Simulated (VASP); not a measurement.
# InW8C8 in VASP: notebook

The runs below take InW8C8 through single point, with PBE.

All numbers are computed with VASP 6.6.1; they aren't measurements. Logs are shortened: lines on timing, memory, paths and dates and some standing lists are left out, and cuts for length are marked.

### Step 1. The cell of the first run

The cell holds a slab with vacuum, 17 atoms: a = 5.801 Å, b = 5.801 Å, c = 15.247 Å, α = 90.00°, β = 90.00°, γ = 120.00°.

### Step 2. Single point, PBE

INCAR

```
SYSTEM = InW8C8
ALGO = Normal
EDIFF = 1E-6
ENCUT = 520
GGA = PE
ISIF = 2
ISMEAR = 0
LASPH = .True.
LCHARG = .False.
LREAL = Auto
LWAVE = .False.
NBANDS = 92
NELM = 100
PREC = Accurate
SIGMA = 0.05
```

KPOINTS

```
k-points
0
Gamma
  3 3 1
  0 0 0
```

POSCAR

```
InW8C8
1.0
    5.8006000000      0.0000000000      0.0000000000
   -2.9003000000      5.0234670000      0.0000000000
    0.0000000000      0.0000000000     15.2466500000
W C In
8 8 1
Direct
    0.0000000000      0.0000000000      0.0655882000
   -0.0004951087     -0.0023270011      0.2531841262
    0.0000000000      0.5000000000      0.0655882000
   -0.0000432605      0.4981514050      0.2550686452
    0.5000000000      0.0000000000      0.0655882000
    0.4997077861     -0.0021803164      0.2531953082
    0.5000000000      0.5000000000      0.0655882000
    0.5001414373      0.4988238137      0.2528556795
    0.3332453602      0.1675065332      0.1518102621
    0.3329559048      0.1593381859      0.3258892349
    0.3333634631      0.6681565553      0.1521227953
    0.3292257240      0.6538439486      0.3307283879
    0.8330970932      0.1673448645      0.1525269688
    0.8340181928      0.1597891477      0.3302244010
    0.8337927457      0.6679413352      0.1518932311
    0.8316495896      0.6544069035      0.3310281059
    0.6618021497      0.8072364720      0.4444650205
```

Potentials or basis: VASP PAW PBE potentials, release 64 (W_sv, C, In_d).

Launch:

```console
$ cat potpaw_PBE.64/W_sv/POTCAR potpaw_PBE.64/C/POTCAR potpaw_PBE.64/In_d/POTCAR > POTCAR
$ mpirun -np 1 vasp_std > vasp.out
```

OUTCAR:

```text
SYSTEM = InW8C8
   EDIFF = 1E-6
   ENCUT = 520
   GGA = PE
   ISIF = 2
   ISMEAR = 0
   LASPH = .True.
   LREAL = Auto
   NELM = 100
   PREC = Accurate

 ion  position               nearest neighbor table
   1  0.000  0.000  0.066-  15 2.12   9 2.13  13 2.14   2 2.86   5 2.90   5 2.90   3 2.90   3 2.90
                             7 2.90   7 2.90
   2  1.000  0.998  0.253-  10 2.01  14 2.02  16 2.09  15 2.26   9 2.28  13 2.28   1 2.86   8 2.90
                             4 2.90   6 2.90   6 2.90   4 2.90   8 2.91  17 3.38
   3  0.000  0.500  0.066-  11 2.13  15 2.13  13 2.13   4 2.89   7 2.90   7 2.90   5 2.90   1 2.90
                             1 2.90   5 2.90
   4  1.000  0.498  0.255-  16 2.00  12 2.02  14 2.05  13 2.28  11 2.30  15 2.31   3 2.89   6 2.90
                             2 2.90   8 2.90   8 2.90   2 2.90   6 2.90
   5  0.500  0.000  0.066-  11 2.13   9 2.13  13 2.13   6 2.86   1 2.90   1 2.90   3 2.90   7 2.90
                             7 2.90   3 2.90
   6  0.500  0.998  0.253-  10 1.99  14 2.05  12 2.09  11 2.26  13 2.27   9 2.29   5 2.86   8 2.90
                             4 2.90   2 2.90   2 2.90   4 2.90   8 2.90  17 3.41
   7  0.500  0.500  0.066-   9 2.13  15 2.13  11 2.14   8 2.86   3 2.90   3 2.90   5 2.90   5 2.90
                             1 2.90   1 2.90
   8  0.500  0.499  0.253-  12 2.02  10 2.04  16 2.05   9 2.27  15 2.28  11 2.28   7 2.86   2 2.90
                             6 2.90   4 2.90   4 2.90   6 2.90   2 2.91  17 3.31
   9  0.333  0.168  0.152-   7 2.13   1 2.13   5 2.13   8 2.27   2 2.28   6 2.29
  10  0.333  0.159  0.326-   6 1.99   2 2.01   8 2.04
  11  0.333  0.668  0.152-   5 2.13   3 2.13   7 2.14   6 2.26   8 2.28   4 2.30
  12  0.329  0.654  0.331-   4 2.02   8 2.02   6 2.09  17 2.41
  13  0.833  0.167  0.153-   3 2.13   5 2.13   1 2.14   6 2.27   2 2.28   4 2.28
  14  0.834  0.160  0.330-   2 2.02   6 2.05   4 2.05  17 2.48
  15  0.834  0.668  0.152-   1 2.12   7 2.13   3 2.13   2 2.26   8 2.28   4 2.31
  16  0.832  0.654  0.331-   4 2.00   8 2.05   2 2.09  17 2.37
  17  0.662  0.807  0.444-  16 2.37  12 2.41  14 2.48   8 3.31   2 3.38   6 3.41

  LATTYP: Found a hexagonal cell.
 ALAT       =     5.8006000000
 C/A-ratio  =     2.6284608489

  Lattice vectors:

 A1 = (   5.8006000000,   0.0000000000,   0.0000000000)
 A2 = (  -2.9003000000,   5.0234670000,   0.0000000000)
 A3 = (   0.0000000000,   0.0000000000,  15.2466500000)

Analysis of symmetry for initial positions (statically):
=====================================================================
 Subroutine PRICEL returns:
 Original cell was already a primitive cell.

 Routine SETGRP: Setting up the symmetry group for a
 hexagonal supercell.

 Subroutine GETGRP returns: Found  1 space group operations
 (whereof  1 operations were pure point group operations)
 out of a pool of 24 trial point group operations.
[... 136 lines left out ...]
   NELECT =     157.0000    total number of electrons
   NUPDOWN=      -1.0000    fix difference up-down
   EMIN   =  10.00;   EMAX   =-10.00  energy-range for DOS
   EFERMI =   0.00;   METHOD = LEGACY
   ISMEAR =     0;   SIGMA  =   0.05  broadening in eV -4-tet -1-fermi 0-gaus
   EFERMI_NEDOS =   21; number of points for ismear=-14 and -15
   IALGO  =     38    algorithm
   IMIX   =      4    mixing-type and parameters
     AMIX     =   0.40;   BMIX     =  1.00
     AMIX_MAG =   1.60;   BMIX_MAG =  1.00
  volume/ion in A,a.u.               =      26.13       176.36
  Fermi-wavevector in a.u.,A,eV,Ry     =   1.157420  2.187207 18.226659  1.339622
  Thomas-Fermi vector in A             =   2.294032
   LORBIT       =      0    0 simple, 1 ext, 2 COOP (PROOUT), +10 PAW based schemes
   GGA     = PE    functional components
   LHFCALC =     F    Hartree Fock is set to
   AEXX    =    0.0000 exact exchange contribution
   IVDW    =     0    specifies the selected vdW correction
   LEPSILON=     F    determine dielectric tensor
   LRPA    =     F    only Hartree local field effects (RPA)
 non-spin polarized calculation
 Gauss-broadening in eV      SIGMA  =   0.05
  energy-cutoff  :      520.00
  volume of cell :      444.27
 maximum number of plane-waves:     11985
 NGX is ok and might be reduce to    48
   NGX = 21   NGY = 21   NGZ = 57

 number of electron     156.9999997 magnetization

 Free energy of the ion-electron system (eV)
  ---------------------------------------------------
  ext. energy  EPLUGINS =         0.00000000
  ---------------------------------------------------
  free energy    TOTEN  =      -166.15327881 eV

  energy without entropy =     -166.14203164  energy(sigma->0) =     -166.14765523

 E-fermi :   1.9304     XC(G=0):  -7.1401

 val. band max:        1.9033106402   @ k =  -0.3333   0.3333   0.0000
 cond. band min:       1.9325171054   @ k =   0.0000   0.3333   0.0000
 fundamental gap:      0.0292064652
 Fermi energy:         1.9304283157

 k-point     1 :       0.0000    0.0000    0.0000
  band No.  band energies     occupation
      1     -72.1081      2.00000
      2     -72.0868      2.00000
      3     -72.0551      2.00000
      4     -72.0413      2.00000
      5     -72.0376      2.00000
      6     -72.0355      2.00000
[... 454 lines left out ...]
     89       4.1231      0.00000
     90       4.3807      0.00000
 [bands above 90 left out]

------------------------ aborting loop because EDIFF is reached ----------------------------------------

  FORCE on cell =-STRESS in cart. coord.  units (eV):
  Direction    XX          YY          ZZ          XY          YZ          ZX
  --------------------------------------------------------------------------------------
  -------------------------------------------------------------------------------------
  Total        9.3193771      7.3065405      0.9667425     -0.5008333      0.0445594     -0.0789057
  in kB       33.6083016     26.3494452      3.4863461     -1.8061461      0.1606937     -0.2845561
  external PRESSURE =      21.1480310 kB  Pullay stress =       0.0000000 kB

 VOLUME and BASIS-vectors are now :
 -----------------------------------------------------------------------------
  energy-cutoff  :      520.00
  volume of cell :      444.27
      direct lattice vectors                 reciprocal lattice vectors
     5.800600000  0.000000000  0.000000000     0.172395959  0.099532853  0.000000000
    -2.900300000  5.023467000  0.000000000     0.000000000  0.199065705  0.000000000
     0.000000000  0.000000000 15.246650000     0.000000000  0.000000000  0.065588178

 POSITION                                       TOTAL-FORCE (eV/Angst)
 -----------------------------------------------------------------------------------
      0.00000      0.00000      1.00000        -0.020460     -0.018893     -0.132741
      2.90418      5.01178      3.86021         0.007622     -0.005680     -0.042856
     -1.45015      2.51173      1.00000        -0.001185     -0.014603      0.179367
      4.35556      2.50245      3.88894         0.007227     -0.001231     -0.038439
      2.90030      0.00000      1.00000         0.019541     -0.011801     -0.126501
      0.00463      5.01251      3.86038         0.013226     -0.004050     -0.039432
[... 9 lines left out ...]
      2.92609      3.28739      5.04707        -0.011408      0.005984      0.092226
      1.49762      4.05513      6.77660        -0.005920     -0.003708      0.030736
 -----------------------------------------------------------------------------------
    total drift:                               -0.003923     -0.019383      0.018296

  FREE ENERGIE OF THE ION-ELECTRON SYSTEM (eV)
  ---------------------------------------------------
  free  energy   TOTEN  =      -166.1532788091 eV

  energy  without entropy=     -166.1420316429  energy(sigma->0) =     -166.14765523
```

stdout:

```text
POSCAR found type information on POSCAR W C In
 POSCAR found :  3 types and      17 ions
 scaLAPACK will be used
 LDA part: xc-table for (Slater+PW92), standard interpolation
 POSCAR, INCAR and KPOINTS ok, starting setup
 FFT: planning ... GRIDC
 FFT: planning ... GRID_SOFT
 FFT: planning ... GRID
 WAVECAR not read
 entering main loop
```

Wall time 8.9 min (1 thread of Intel Xeon Platinum 8559C (Emerald Rapids), shared host); peak memory 0.63 GiB.

Results:

```yaml
Free_energy: -166.1533 eV
Largest_force: 0.180 eV/Å
Band_gap_on_the_k_mesh: zero (an odd number of electrons rules out a gap without spin polarisation)
```

Forces in eV/Å, atoms in the order of the input:
```
W   -0.020 -0.019 -0.133
W    0.008 -0.006 -0.043
W   -0.001 -0.015  0.179
W    0.007 -0.001 -0.038
W    0.020 -0.012 -0.127
W    0.013 -0.004 -0.039
W    0.001  0.050 -0.149
W    0.012 -0.013 -0.050
C    0.004 -0.001  0.003
C   -0.012  0.007  0.087
C    0.003 -0.004 -0.002
C   -0.014  0.007  0.096
C    0.006  0.000  0.000
C   -0.014  0.010  0.088
C    0.006 -0.003  0.004
C   -0.011  0.006  0.092
In  -0.006 -0.004  0.031
```

Levels at points of the mesh, in eV from the Fermi level:
```
           k point  band 75  band 76  band 77  band 78  band 79  band 80  band 81  band 82  band 83  band 84
(0.00, 0.00, 0.00)     0.15     0.24     0.27     0.30     0.34     0.59     0.76     1.04     1.20     2.05
```

Caveat: the k points lie up to 0.42 Å⁻¹ apart, too coarse for converged energies and pressures of a metal; spin-orbit coupling is left out, which moves the levels of the heavy elements.

### Step 3. Single point, PBE

INCAR

```
SYSTEM = InW8C8
PREC = Accurate
ENCUT = 520
EDIFF = 1E-6
ISMEAR = 0
SIGMA = 0.05
LREAL = Auto
LASPH = .TRUE.
NELM = 100
ALGO = Normal
ISIF = 2
LWAVE = .FALSE.
LCHARG = .FALSE.
GGA = PE
NBANDS = 92
```

KPOINTS

```
Automatic mesh
0
G
  3 3 1
  0 0 0
```

POSCAR

```
InW8C8
1.0
    5.8006000000      0.0000000000      0.0000000000
   -2.9003000000      5.0234670000      0.0000000000
    0.0000000000      0.0000000000     15.2466500000
W C In
8 8 1
Direct
    0.0000000000      0.0000000000      0.0655881784
   -0.0004951599     -0.0023270781      0.2531841421
    0.0000000498      0.5000000995      0.0655881784
   -0.0000431961      0.4981513763      0.2550686216
    0.5000000000      0.0000000000      0.0655881784
    0.4997078376     -0.0021803667      0.2531952921
    0.5000000498      0.5000000995      0.0655881784
    0.5001414898      0.4988238203      0.2528556765
    0.3332454337      0.1675066244      0.1518102665
    0.3329558101      0.1593381623      0.3258892281
    0.3333634836      0.6681564744      0.1521227942
    0.3292257514      0.6538440483      0.3307283895
    0.8330971067      0.1673447840      0.1525269485
    0.8340181615      0.1597892452      0.3302244100
    0.8337927296      0.6679412844      0.1518932356
    0.8316494953      0.6544068071      0.3310281275
    0.6618022390      0.8072365161      0.4444650464
```

Potentials or basis: VASP PAW PBE potentials, release 64 (W_sv, C, In_d).

Launch:

```console
$ cat potpaw_PBE.64/W_sv/POTCAR potpaw_PBE.64/C/POTCAR potpaw_PBE.64/In_d/POTCAR > POTCAR
$ mpirun -np 1 vasp_std > vasp.out
```

Run time: 7.9 min. Hardware: 1 thread of Intel Xeon Platinum 8559C (Emerald Rapids), shared host; peak memory 0.63 GiB.

It converged, with:

```yaml
Free_energy: -166.1533 eV
Largest_force: 0.180 eV/Å
Band_gap_on_the_k_mesh: zero (an odd number of electrons rules out a gap without spin polarisation)
```

Forces in eV/Å, atoms in the order of the input:
```
W   -0.020 -0.019 -0.133
W    0.008 -0.006 -0.043
W   -0.001 -0.015  0.179
W    0.007 -0.001 -0.038
W    0.020 -0.012 -0.126
W    0.013 -0.004 -0.039
W    0.001  0.050 -0.149
W    0.012 -0.013 -0.050
C    0.004 -0.001  0.003
C   -0.012  0.007  0.087
C    0.003 -0.004 -0.002
C   -0.014  0.007  0.096
C    0.006  0.000  0.000
C   -0.014  0.010  0.088
C    0.006 -0.003  0.004
C   -0.011  0.006  0.092
In  -0.006 -0.004  0.031
```

Levels at points of the mesh, in eV from the Fermi level:
| k point | band 76 | band 77 | band 78 | band 79 | band 80 | band 81 | band 82 | band 83 |
| --- | --- | --- | --- | --- | --- | --- | --- | --- |
| (0.00, 0.00, 0.00) | 0.24 | 0.27 | 0.30 | 0.34 | 0.59 | 0.76 | 1.04 | 1.20 |

Caveat: the k points lie up to 0.42 Å⁻¹ apart, too coarse for converged energies and pressures of a metal; spin-orbit coupling is left out, which moves the levels of the heavy elements.

### Step 4. Single point, PBE

INCAR

```
ALGO = Normal ; EDIFF = 1E-6
ENCUT = 520 ; GGA = PE
ISIF = 2 ; ISMEAR = 0
LASPH = True ; LCHARG = False
LREAL = Auto ; LWAVE = False
NBANDS = 92 ; NELM = 100
PREC = Accurate ; SIGMA = 0.05
```

KPOINTS

```
k-points
0
Gamma
  3 3 1
```

POSCAR

```
InW8C8
1.0
    5.8006000000      0.0000000000      0.0000000000
   -2.9003000000      5.0234670000      0.0000000000
    0.0000000000      0.0000000000     15.2466500000
W C In
8 8 1
Direct
    0.0000000000      0.0000000000      0.0655881784
    0.0042588353      0.0029179051      0.2515441753
    0.0000000498      0.5000000995      0.0655881784
    0.0013929069      0.5015697326      0.2544192987
    0.5000000000      0.0000000000      0.0655881784
    0.5031704397      0.0011965840      0.2541595695
    0.5000000498      0.5000000995      0.0655881784
    0.5029998410      0.5035544177      0.2542096788
    0.3336798323      0.1668986777      0.1519465588
    0.3395483784      0.1714206543      0.3266422460
    0.3338371291      0.6669222670      0.1523009317
    0.3376171246      0.6708347044      0.3287871106
    0.8326956809      0.1669098254      0.1520053913
    0.8471711913      0.1745768411      0.3307409169
    0.8326575455      0.6659615759      0.1520610101
    0.8471020924      0.6757116151      0.3307264875
    0.8204577659      0.9133476939      0.4510920760
```

Launch:

```console
$ cat potpaw_PBE.64/W_sv/POTCAR potpaw_PBE.64/C/POTCAR potpaw_PBE.64/In_d/POTCAR > POTCAR
$ mpirun -np 1 vasp_std > vasp.out
```

Run time: 8.3 min. Hardware: 1 thread of Intel Xeon Platinum 8559C (Emerald Rapids), shared host; peak memory 0.63 GiB.

Results (log left out):

- Free energy: -166.0508 eV
- Largest force: 0.290 eV/Å
- Band gap on the k mesh: zero (an odd number of electrons rules out a gap without spin polarisation)

Forces on the atoms (eV/Å):
```
W   -0.011  0.002 -0.290
W    0.000  0.008 -0.022
W   -0.008  0.007  0.083
W   -0.001  0.004 -0.032
W    0.068  0.030 -0.021
W    0.015  0.013 -0.030
W    0.045  0.064 -0.020
W    0.013  0.016 -0.034
C   -0.002  0.001  0.003
C    0.024 -0.006  0.077
C   -0.001  0.003  0.000
C    0.012 -0.017  0.088
C   -0.003  0.002  0.004
C    0.012  0.001  0.080
C   -0.001  0.000  0.005
C    0.020 -0.015  0.091
In  -0.182 -0.113  0.017
```

Levels at points of the mesh, in eV from the Fermi level:
```csv
k point,band 75,band 76,band 77,band 78,band 79,band 80,band 81,band 82,band 83,band 84
"(0.00, 0.00, 0.00)",0.14,0.17,0.20,0.30,0.30,0.47,0.84,0.96,1.13,2.03
```

Caveat: the k points lie up to 0.42 Å⁻¹ apart, too coarse for converged energies and pressures of a metal; spin-orbit coupling is left out, which moves the levels of the heavy elements.

[end of part 1 of 2]
